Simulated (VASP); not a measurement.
Write the native input for VASP 6.6.1 that does the following.

* Task: single point
* Functional: PBE
* Potentials or basis: VASP PAW PBE potentials, release 64 (Hf_pv, C)
* Cutoff: 520 eV
* k mesh: 12 × 12 × 8
* Occupations: gaussian, width 0.05 eV
* Spin: no spin polarisation
* Dipole correction: no
* Further INCAR settings: ALGO = Normal; EDIFF = 1e-06; NBANDS = 22

The structure of HfC lies in POSCAR:

```
HfC
1.0
    3.2876913548      0.0000000000      0.0000000000
   -1.6438456774      2.8472242331      0.0000000000
    0.0000000000      0.0000000000      5.1481762634
Hf C
2 2
Direct
    0.3333333333      0.6666666667      0.2500000000
    0.6666666667      0.3333333333      0.7500000000
    0.0000000000      0.0000000000      0.0000000000
    0.0000000000      0.0000000000      0.5000000000
```

The input as run:

INCAR

```
  PREC = Accurate
  ENCUT = 520
  EDIFF = 1E-6
  ISMEAR = 0
  SIGMA = 0.05
  LREAL = F
  LASPH = T
  NELM = 100
  ALGO = Normal
  ISIF = 2
  LWAVE = F
  LCHARG = T
  GGA = PE
  LELF = T
  LVHAR = T
  NBANDS = 22
```

KPOINTS

```
regular mesh
0
Gamma
  12 12 8
```

Potentials or basis: VASP PAW PBE potentials, release 64 (Hf_pv, C).

Command:

```sh
$ cat potpaw_PBE.64/Hf_pv/POTCAR potpaw_PBE.64/C/POTCAR > POTCAR
$ mpirun -np 1 vasp_std > vasp.out
```

It gave:

```
Pressure               : 9.7 GPa
Band gap on the k mesh : zero (bands 14 and 15 overlap by 1.45 eV)
```

Caveat: the cell stands under pressure; spin-orbit coupling is left out, which moves the levels of the heavy elements.

It took 68 s on 1 thread of Intel(R) Xeon(R) Platinum 8375C CPU @ 2.90GHz (Ice Lake) (shared host), peak memory 0.22 GiB.
